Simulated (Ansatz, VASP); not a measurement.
# Sn2PbS3: VASP beside Ansatz

Contents of INCAR:

```
ALGO = Normal
EDIFF = 1E-6
ENCUT = 520
GGA = PE
ISIF = 2
ISMEAR = 0
LASPH = True
LCHARG = False
LREAL = False
LWAVE = False
NBANDS = 72
NELM = 60
PREC = Accurate
SIGMA = 0.1
```

Contents of KPOINTS:

```
k-points
0
Gamma
  4 4 2
```

Contents of POSCAR:

```
Sn2PbS3
1.0
    5.9764304002      0.0000000000      0.0000000000
    0.0067940735      6.1656843045      0.0000000000
    2.7242415194      0.1301714920      8.9460555466
Sn Pb S
4 2 6
Direct
    0.6367494345      0.0190908602      0.6794295805
    0.1382352783      0.4824116267      0.6756960394
    0.3108874851      0.0237706597      0.3485679217
    0.8124578475      0.4752896618      0.3451761471
    0.9879724629      0.0153372054      0.0085114357
    0.4893921108      0.4844793384      0.0054000680
    0.8687772647      0.0535797933      0.3283001633
    0.3701462036      0.4455272578      0.3241983562
    0.5049329988      0.0225053799      0.9866163926
    0.0062391928      0.4766924437      0.9816850705
    0.1864464972      0.0557979944      0.6603775421
    0.6877632237      0.4455177786      0.6560412830
```

Input for Ansatz:

```yaml
crystal:
  lattice:
    - [5.9764304002, 0.0, 0.0]
    - [0.0067940735, 6.1656843045, 0.0]
    - [2.7242415194, 0.130171492, 8.9460555466]
  atoms:
    - { symbol: Sn, position: [0.6367494345, 0.0190908602, 0.6794295805] }
    - { symbol: Sn, position: [0.1382352783, 0.4824116267, 0.6756960394] }
    - { symbol: Sn, position: [0.3108874851, 0.0237706597, 0.3485679217] }
    - { symbol: Sn, position: [0.8124578475, 0.4752896618, 0.3451761471] }
    - { symbol: Pb, position: [0.9879724629, 0.0153372054, 0.0085114357] }
    - { symbol: Pb, position: [0.4893921108, 0.4844793384, 0.005400068] }
    - { symbol: S, position: [0.8687772647, 0.0535797933, 0.3283001633] }
    - { symbol: S, position: [0.3701462036, 0.4455272578, 0.3241983562] }
    - { symbol: S, position: [0.5049329988, 0.0225053799, 0.9866163926] }
    - { symbol: S, position: [0.0062391928, 0.4766924437, 0.9816850705] }
    - { symbol: S, position: [0.1864464972, 0.0557979944, 0.6603775421] }
    - { symbol: S, position: [0.6877632237, 0.4455177786, 0.656041283] }
basis:
  ecutwfc: 420
kpoints:
  mp_grid: { grid: [4, 4, 2] }
hamiltonian:
  xc: pbe
scf:
  occupations: { method: gaussian, width: 0.1 }
  lower_state_search: "off"
output:
  forces: true
  stress: true
  eigenvalues: true
```

Change from the starting cell: the structure that the rattled cell fell into.

Alike in both runs: task single point; functional PBE; k mesh 4 × 4 × 2; occupations gaussian, width 0.1 eV; no spin polarisation.

|  | VASP | Ansatz |
| --- | --- | --- |
| version | VASP 6.6.1 | Ansatz 0.2.0 |
| potentials or method | VASP PAW PBE potentials, release 64 (Sn_d, Pb_d, S), cutoff 520 eV | scalar-relativistic, plane waves, PAW |
| valence electrons in the cell | 120 | 120 |

Ansatz gave:

```
gap on the k mesh at the Fermi level (eV)                     : 0.93
least direct gap on the mesh (eV)                             : 1.08
pressure (GPa)                                                : 0.0
traceless stress, the component that is largest in VASP (GPa) : 0.08
rms of the force components (eV/Å)                            : 0.013
```

Task: Which values does VASP return?

Result: gap on the k mesh at the Fermi level (eV): 0.93; least direct gap on the mesh (eV): 1.08; pressure (GPa): -0.1; traceless stress, the component that is largest in VASP (GPa): 0.08; rms of the force components (eV/Å): 0.012.

Atom by atom the forces differ by 0.003 eV/Å (rms over components).

Spin-orbit coupling is off throughout.
